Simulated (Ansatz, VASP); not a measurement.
# One calculation of RbBr, two programs

INCAR

```
  PREC = Accurate
  ENCUT = 520
  EDIFF = 1E-6
  ISMEAR = 0
  SIGMA = 0.05
  LREAL = F
  LASPH = T
  NELM = 100
  ALGO = Normal
  ISIF = 2
  LWAVE = F
  LCHARG = F
  GGA = CA
  NBANDS = 15
```

Contents of KPOINTS:

```
regular mesh
0
Gamma
  6 6 6
```

POSCAR

```
RbBr
1.0
    0.0000000000      3.4275000000      3.4275000000
    3.5988750000      0.0000000000      3.4275000000
    3.5988750000      3.4275000000      0.0000000000
Rb Br
1 1
Direct
    0.0000000000      0.0000000000      0.0000000000
    0.5000000000      0.5000000000      0.5000000000
```

Input for Ansatz:

```yaml
crystal:
  lattice:
    - [0.0, 3.4275, 3.4275]
    - [3.598875, 0.0, 3.4275]
    - [3.598875, 3.4275, 0.0]
  atoms:
    - { symbol: Rb, position: [0.0, 0.0, 0.0] }
    - { symbol: Br, position: [0.5, 0.5, 0.5] }
basis:
  ecutwfc: 420
kpoints:
  mp_grid: { grid: [6, 6, 6] }
hamiltonian:
  xc: lda
scf:
  occupations: { method: gaussian, width: 0.05 }
output:
  forces: true
  stress: true
  eigenvalues: true
```

Change from the starting cell: strain +0.0500 x Voigt [1, 0, 0, 0, 0, 0], atoms carried along.

Alike in both runs: task single point; functional LDA; k mesh 6 × 6 × 6; occupations gaussian, width 0.05 eV; no spin polarisation.

|  | VASP | Ansatz |
| --- | --- | --- |
| version | VASP 6.6.1 | Ansatz 0.2.0 |
| potentials or method | VASP PAW LDA potentials, release 64 (Rb_sv, Br), cutoff 520 eV | scalar-relativistic, plane waves, PAW |
| valence electrons in the cell | 16 | 16 |

```tsv
	VASP	Ansatz	Ansatz less VASP
gap on the k mesh at the Fermi level (eV)	3.83	3.82	-0.010
least direct gap on the mesh (eV)	3.83	3.82	-0.010
pressure (GPa)	-1.6	-1.6	-0.03
traceless stress, the component that is largest in VASP (GPa)	-0.54	-0.53	+0.014
```

LDA's correlation is that of Perdew and Zunger in VASP and of Perdew and Wang (1992) in Ansatz.
